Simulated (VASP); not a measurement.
A run of VASP 6.6.1:

File POSCAR:

```
LiPb
1.0
    3.4678177200      0.0000000000      0.0000000000
    0.0000000000      3.4678177200      0.0000000000
    0.0000000000      0.0000000000      3.4678177200
Li Pb
1 1
Direct
    0.5000000000      0.5000000000      0.5000000000
    0.0000000000      0.0000000000      0.0000000000
```

Contents of INCAR.step1:

```
SYSTEM = LiPb
ALGO = Normal ; EDIFF = 1E-4
ENCUT = 520 ; GGA = PE
ISMEAR = -1 ; LASPH = .True.
LCHARG = .False. ; LREAL = .False.
LWAVE = .True. ; NBANDS = 16
NELM = 100 ; PREC = Accurate
SIGMA = 0.1
```

File INCAR.step2:

```
SYSTEM = LiPb
ALGO = Normal ; EDIFF = 1E-6
ENCUT = 520 ; ISIF = 2
ISMEAR = -1 ; ISTART = 1
LASPH = .True. ; LCHARG = .False.
LMIXTAU = .True. ; LREAL = .False.
LWAVE = .False. ; METAGGA = R2SCAN
NBANDS = 16 ; NELM = 100
PREC = Accurate ; SIGMA = 0.1
```

The input KPOINTS:

```
k-points
0
Gamma
  10 10 10
  0 0 0
```

Potentials or basis: VASP PAW PBE potentials, release 64 (Li_sv, Pb_d).

Launch:

```bash
$ cat potpaw_PBE.64/Li_sv/POTCAR potpaw_PBE.64/Pb_d/POTCAR > POTCAR
$ cp INCAR.step1 INCAR
$ mpirun -np 1 vasp_std > vasp.out
$ cp INCAR.step2 INCAR
$ mpirun -np 1 vasp_std > vasp.out
```

Hardware: 1 thread of Intel(R) Xeon(R) 6975P-C (Granite Rapids), with other jobs on the host.

Task: Estimate the wall time of this run.

Result: Run time: 59 s on 1 thread of Intel(R) Xeon(R) 6975P-C (Granite Rapids) (shared host), peak memory 0.18 GiB. Counts: k points 56.
